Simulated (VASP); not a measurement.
# BAs (F-43m) in VASP: further runs, part 2 of 2

VASP 6.6.1.

### 5 Single point, PBE, non-collinear spin, zero start, spin-orbit coupling

Input file INCAR:

```
SYSTEM = BAs
PREC = Accurate
ENCUT = 520
EDIFF = 1E-6
ISMEAR = -1
SIGMA = 0.05
LREAL = .FALSE.
LASPH = .TRUE.
NELM = 150
ALGO = Normal
ISIF = 2
LWAVE = .FALSE.
LCHARG = .FALSE.
MAGMOM = 0 0 0 0 0 0
LORBIT = 11
LSORBIT = .TRUE.
GGA_COMPAT = .FALSE.
LORBMOM = .TRUE.
GGA = PE
NBANDS = 20
```

Input file KPOINTS:

```
regular mesh
0
G
  7 7 7
  0 0 0
```

Input file POSCAR:

```
BAs
1.0
    0.0000000000      2.4042760776      2.4042760776
    2.4042760776      0.0000000000      2.4042760776
    2.4042760776      2.4042760776      0.0000000000
As B
1 1
Direct
    0.7500000000      0.7500000000      0.7500000000
    0.0000000000      0.0000000000      0.0000000000
```

Potentials or basis: VASP PAW PBE potentials, release 64 (As, B).

Launch:

```
cat potpaw_PBE.64/As/POTCAR potpaw_PBE.64/B/POTCAR > POTCAR
mpirun -np 1 vasp_ncl > vasp.out
```

OUTCAR:

```text
SYSTEM = BAs
   PREC = Accurate
   ENCUT = 520
   EDIFF = 1E-6
   ISMEAR = -1
   LREAL = .FALSE.
   LASPH = .TRUE.
   NELM = 150
   ISIF = 2
   LORBIT = 11
   LSORBIT = .TRUE.
   GGA = PE

 ion  position               nearest neighbor table
   1  0.750  0.750  0.750-   2 2.08   2 2.08   2 2.08   2 2.08
   2  0.000  0.000  0.000-   1 2.08   1 2.08   1 2.08   1 2.08

  LATTYP: Found a face centered cubic cell.
 ALAT       =     4.8085521552

  Lattice vectors:

 A1 = (   0.0000000000,   2.4042760776,   2.4042760776)
 A2 = (   2.4042760776,   0.0000000000,   2.4042760776)
 A3 = (   2.4042760776,   2.4042760776,   0.0000000000)

Analysis of symmetry for initial positions (statically):
=====================================================================
 Subroutine PRICEL returns:
 Original cell was already a primitive cell.

 Routine SETGRP: Setting up the symmetry group for a
 face centered cubic supercell.

 Subroutine GETGRP returns: Found 24 space group operations
 (whereof 24 operations were pure point group operations)
 out of a pool of 48 trial point group operations.
[... 817 lines left out ...]
     0.0000000     0.0000000     0.0000000     0.0000000     0.0000000     0.0000000     0.0000000
     0.0000000     0.0000000     0.0000000     0.0000000     0.0000000     0.0000000     0.0000000
     0.0000000     0.0000000     0.0000000     0.0000000     0.0000000     0.0000000     0.0000000
     0.0000000     0.0000000     0.0000000     0.0000000     0.0000000     0.0000000     0.0000000
     0.0000000     0.0000000     0.0000000     0.0000000     0.0000000     0.0000000     0.0000000
     0.0000000     0.0000000     0.0000000     0.0000000     0.0000000     0.0000000     0.0000000

 Ion:    2  E_soc:     -0.0000091
 l=   1
     0.0000000    -0.0000015    -0.0000015
    -0.0000015     0.0000000    -0.0000015
    -0.0000015    -0.0000015     0.0000000
 l=   2
     0.0000000     0.0000000     0.0000000     0.0000000     0.0000000
     0.0000000     0.0000000     0.0000000     0.0000000     0.0000000
     0.0000000     0.0000000     0.0000000     0.0000000     0.0000000
     0.0000000     0.0000000     0.0000000     0.0000000     0.0000000
     0.0000000     0.0000000     0.0000000     0.0000000     0.0000000
 l=   3
     0.0000000     0.0000000     0.0000000     0.0000000     0.0000000     0.0000000     0.0000000
     0.0000000     0.0000000     0.0000000     0.0000000     0.0000000     0.0000000     0.0000000
     0.0000000     0.0000000     0.0000000     0.0000000     0.0000000     0.0000000     0.0000000
     0.0000000     0.0000000     0.0000000     0.0000000     0.0000000     0.0000000     0.0000000
     0.0000000     0.0000000     0.0000000     0.0000000     0.0000000     0.0000000     0.0000000
     0.0000000     0.0000000     0.0000000     0.0000000     0.0000000     0.0000000     0.0000000
     0.0000000     0.0000000     0.0000000     0.0000000     0.0000000     0.0000000     0.0000000

 total charge

# of ion       s       p       d       tot
------------------------------------------
    1        1.172   1.648   0.085   2.905
    2        0.656   1.160   0.000   1.816
--------------------------------------------------
tot          1.829   2.808   0.085   4.721

 magnetization (x)

# of ion       s       p       d       tot
------------------------------------------
    1        0.000   0.000  -0.000  -0.000
    2        0.000  -0.000   0.000   0.000
--------------------------------------------------
tot          0.000  -0.000  -0.000   0.000

 magnetization (y)

# of ion       s       p       d       tot
------------------------------------------
    1        0.000   0.000   0.000   0.000
    2        0.000   0.000   0.000   0.000
--------------------------------------------------
tot          0.000   0.000   0.000   0.000

 magnetization (z)

# of ion       s       p       d       tot
------------------------------------------
    1        0.000   0.000  -0.000   0.000
    2       -0.000  -0.000   0.000  -0.000
--------------------------------------------------
tot         -0.000  -0.000  -0.000  -0.000
```

OSZICAR:

```text
N       E                     dE             d eps       ncg     rms          rms(c)
DAV:   1     0.176313998069E+02    0.17631E+02   -0.33044E+03  1200   0.709E+02
DAV:   2    -0.106933952879E+02   -0.28325E+02   -0.25772E+02  1624   0.128E+02
DAV:   3    -0.120142109421E+02   -0.13208E+01   -0.13048E+01  1488   0.242E+01
DAV:   4    -0.120201633776E+02   -0.59524E-02   -0.59504E-02  1432   0.183E+00
DAV:   5    -0.120201768851E+02   -0.13507E-04   -0.13507E-04  1400   0.968E-02    0.479E+00
DAV:   6    -0.114761060057E+02    0.54407E+00   -0.37491E-01  1332   0.546E+00    0.233E+00
DAV:   7    -0.114239853045E+02    0.52121E-01   -0.13739E-01  1444   0.260E+00    0.972E-01
DAV:   8    -0.114173655204E+02    0.66198E-02   -0.15603E-02  1352   0.941E-01    0.114E-01
DAV:   9    -0.114173148081E+02    0.50712E-04   -0.89237E-04  1424   0.258E-01    0.593E-02
DAV:  10    -0.114174743662E+02   -0.15956E-03   -0.20550E-04  1348   0.964E-02    0.405E-02
DAV:  11    -0.114175005720E+02   -0.26206E-04   -0.19525E-05  1468   0.353E-02    0.137E-02
DAV:  12    -0.114175013650E+02   -0.79296E-06   -0.10460E-06  1356   0.795E-03
   1 F= -.11417501E+02 E0= -.11417501E+02  d E =-.253055E-06  mag=     0.0000     0.0000    -0.0000
```

Run time: 27 s. Hardware: 1 thread of AMD EPYC 9R45 (Zen 5), shared host; peak memory 0.21 GiB.

Results:

```
Free energy                                           : -11.4175 eV
Pressure                                              : 0.7 GPa
Net moment                                            : 0.00 μB per cell
Valence electrons inside the program's atomic spheres : As 2.90; B 1.82
```

Moments on the atoms (μB; x, y, z):
```
As  0.00 0.00 0.00
B   0.00 0.00 0.00
```

### 6 Summary

| task | spin | cell | cutoff (eV) | gap on the mesh (eV) | pressure (GPa) | moment (μB) |
| --- | --- | --- | --- | --- | --- | --- |
| single point | off | a = 3.400 Å, angles 60.0°, 2 atoms | 520 | 1.22 | 0.6 | - |
| relaxation of cell and atoms | off | relaxed from a = 3.378 Å, angles 60.0°, 2 atoms | 600 | 1.22 | 0.0 | - |
| single point | non-collinear, zero start, SOC | a = 3.378 Å, angles 60.0°, 2 atoms | 520 | - | 3.4 | 0.00 |
| single point | non-collinear, zero start, SOC | a = 3.400 Å, angles 60.0°, 2 atoms | 520 | - | 0.7 | 0.00 |

Alike in all rows: level PBE; potentials or basis VASP PAW PBE potentials, release 64 (As, B); k mesh 7 × 7 × 7; smearing fermi-dirac 0.05 eV.

Total energies depend on the potentials used, so only differences within one code and one set of settings carry meaning.
